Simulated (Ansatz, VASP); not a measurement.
# Two plane-wave programs on TiCo

The input POSCAR:

```
TiCo
1.0
    2.9629008397      0.0000000000      0.0000000000
    0.0000000000      2.9629008397      0.0000000000
    0.0000000000      0.0000000000      2.9886209309
Co Ti
1 1
Direct
    0.0000000000      0.0000000000      0.0000000000
    0.5000000000      0.5000000000      0.5000000000
```

INCAR.step1

```
SYSTEM = TiCo
PREC = Accurate
ENCUT = 520
ISMEAR = 0
SIGMA = 0.1
LREAL = .FALSE.
LASPH = .TRUE.
NELM = 60
NBANDS = 18
GGA = PE
ALGO = Normal
EDIFF = 1E-4
LWAVE = .TRUE.
LCHARG = .FALSE.
```

Contents of INCAR.step2:

```
SYSTEM = TiCo
PREC = Accurate
ENCUT = 520
EDIFF = 1E-6
ISMEAR = 0
SIGMA = 0.1
LREAL = .FALSE.
LASPH = .TRUE.
NELM = 60
ALGO = Normal
ISIF = 2
LWAVE = .FALSE.
LCHARG = .FALSE.
METAGGA = R2SCAN
LMIXTAU = .TRUE.
NBANDS = 18
ISTART = 1
```

File KPOINTS:

```
Automatic mesh
0
G
  14 14 14
  0 0 0
```

Input for Ansatz:

```yaml
crystal:
  lattice:
    - [2.9629008397, 0.0, 0.0]
    - [0.0, 2.9629008397, 0.0]
    - [0.0, 0.0, 2.9886209309]
  atoms:
    - { symbol: Co, position: [0.0, 0.0, 0.0] }
    - { symbol: Ti, position: [0.5, 0.5, 0.5] }
basis:
  ecutwfc: 500
kpoints:
  mp_grid: { grid: [14, 14, 14] }
hamiltonian:
  xc: r2scan
scf:
  occupations: { method: gaussian, width: 0.1 }
  lower_state_search: "off"
output:
  forces: true
  stress: true
  eigenvalues: true
```

Alike in both runs: task single point; functional r2SCAN; k mesh 14 × 14 × 14; occupations gaussian, width 0.1 eV; no spin polarisation.

```csv
,VASP,Ansatz
version,VASP 6.6.1,Ansatz 0.2.0
potentials or method,"VASP PAW PBE potentials, release 64 (Co, Ti_sv), cutoff 520 eV","scalar-relativistic, plane waves, PAW"
valence electrons in the cell,21,29
```

|  | VASP | Ansatz | Ansatz less VASP |
| --- | --- | --- | --- |
| gap on the k mesh at the Fermi level (eV) | none | none | - |
| pressure (GPa) | -3.7 | -4.0 | -0.29 |
| traceless stress, the component that is largest in VASP (GPa) | 0.12 | 0.15 | +0.031 |

VASP's potentials were made for PBE, not for r2SCAN. A gap of «none» marks a metal or a gap that the smearing closes. VASP's potentials hold 21 valence electrons a cell and Ansatz's 29, so a difference there can come from the potentials and not from the codes.
